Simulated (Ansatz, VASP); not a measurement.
Two plane-wave programs on TiO2

```
Ti O
1.0
     4.59645    0.00000    0.00000
     0.00000    4.59645    0.00000
     0.00000    0.00000    2.95405
Ti O
2 4
Direct
  0.50000 0.50000 0.00000
  0.00000 0.00000 0.50000
  0.69536 0.69536 0.50000
  0.80464 0.19536 0.00000
  0.19536 0.80464 0.00000
  0.30464 0.30464 0.50000
```

Alike in both runs: functional r2SCAN; k mesh 6 × 6 × 10; occupations gaussian, width 0.02 eV; no spin polarisation.

Ansatz relaxed the structure, and its values are those at the end. VASP's run is a single point on that final structure, the one shown.

|  | VASP | Ansatz |
| --- | --- | --- |
| version | VASP 6.6.1 | Ansatz 0.2.0 |
| potentials or method | VASP PAW PBE potentials, release 64 (Ti_sv, O), cutoff 520 eV | scalar-relativistic, plane waves, PAW |
| valence electrons in the cell | 48 | 48 |

|  | VASP | Ansatz | Ansatz less VASP |
| --- | --- | --- | --- |
| gap on the k mesh at the Fermi level (eV) | 2.23 | 2.22 | -0.009 |
| least direct gap on the mesh (eV) | 2.23 | 2.22 | -0.009 |
| pressure (GPa) | 1.3 | 0.0 | -1.26 |
| rms of the force components (eV/Å) | 0.018 | 0.002 | -0.0158 |

VASP's potentials were made for PBE, not for r2SCAN.
